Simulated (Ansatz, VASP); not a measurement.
# HfC2: VASP beside Ansatz

Contents of INCAR:

```
SYSTEM = HfC2
PREC = Accurate ; ENCUT = 600
EDIFF = 1E-7 ; ISMEAR = 0
SIGMA = 0.1 ; LREAL = .False.
LASPH = .True. ; NELM = 80
ALGO = Normal ; ISIF = 3
LWAVE = .False. ; LCHARG = .False.
GGA = PE ; IBRION = 2
NSW = 100 ; EDIFFG = -0.01
```

File KPOINTS:

```
Automatic mesh
0
Gamma
  18 18 8
  0 0 0
```

Contents of POSCAR:

```
HfC2
1.0
    3.4709153665      0.0000000000      0.0000000000
   -1.7354576833      3.0059008818      0.0000000000
    0.0000000000      0.0000000000      5.6132500950
Hf C
1 2
Direct
    0.0000000000      0.0000000000      0.5000000000
    0.0000000000      0.0000000000      0.8878870026
    0.0000000000      0.0000000000      0.1121129974
```

Input for Ansatz:

```yaml
crystal:
  lattice:
    - [3.4709153665, 0.0, 0.0]
    - [-1.7354576833, 3.0059008818, 0.0]
    - [0.0, 0.0, 5.613250095]
  atoms:
    - { symbol: Hf, position: [0.0, 0.0, 0.5] }
    - { symbol: C, position: [0.0, 0.0, 0.8878870026] }
    - { symbol: C, position: [0.0, 0.0, 0.1121129974] }
basis:
  ecutwfc: 420
kpoints:
  mp_grid: { grid: [18, 18, 8] }
hamiltonian:
  xc: pbe
scf:
  occupations: { method: gaussian, width: 0.1 }
output:
  forces: true
  stress: true
  eigenvalues: true
  write_density: true
  write_potential: true
  elf: true
  volumetric_format: npy
relax:
  adjacent_minimum: "off"
  f_tol: 0.01
  max_steps: 80
  cell: { stress_tol: 0.05 }
```

Alike in both runs: task relaxation of cell and atoms; functional PBE; k mesh 18 × 18 × 8; occupations gaussian, width 0.1 eV; no spin polarisation.

|  | VASP | Ansatz |
| --- | --- | --- |
| version | VASP 6.6.1 | Ansatz 0.2.0 |
| potentials or method | VASP PAW PBE potentials, release 64 (Hf_pv, C), cutoff 600 eV | scalar-relativistic, plane waves, PAW |
| valence electrons in the cell | 18 | 34 |

```csv
,VASP,Ansatz,Ansatz less VASP
"gap on the k mesh at the Fermi level, each at its own relaxed structure (eV)",none,none,-
relaxed volume (Å³/atom),19.58,19.68,+0.098
relaxed length of the cell vector where the two differ most in proportion (Å),3.478,3.485,+0.0073
```

A gap of «none» marks a metal or a gap that the smearing closes. VASP's potentials hold 18 valence electrons a cell and Ansatz's 34, so a difference there can come from the potentials and not from the codes.

Neither program's run includes spin-orbit coupling.
